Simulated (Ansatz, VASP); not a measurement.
# Two plane-wave programs on ZnSe

```
Zn Se
1.0
     2.81659    2.81659    0.00000
    -2.81659    2.81659    0.00000
     0.00000    2.81659    2.81659
Zn Se
1 1
Direct
  0.00000 0.00000 0.00000
  0.75000 0.25000 0.50000
```

Alike in both runs: functional PBEsol; k mesh 12 × 12 × 12; occupations fermi-dirac, width 0.1 eV; no spin polarisation.

Ansatz relaxed the structure, and its values are those at the end. VASP's run is a single point on that final structure, the one shown.

```csv
,VASP,Ansatz
version,VASP 6.6.1,Ansatz 0.2.0
potentials or method,"VASP PAW PBE potentials, release 64 (Zn, Se)","PAW with Ansatz's default frozen-core files, scalar-relativistic"
plane-wave cutoff (eV),520,420
valence electrons in the cell,18,28
```

|  | VASP | Ansatz | Ansatz less VASP |
| --- | --- | --- | --- |
| pressure (GPa) | 0.3 | 0.0 | -0.27 |

VASP's potentials were made for PBE, not for PBEsol. VASP's potentials hold 18 valence electrons a cell and Ansatz's 28, so a difference there can come from the potentials and not from the codes.
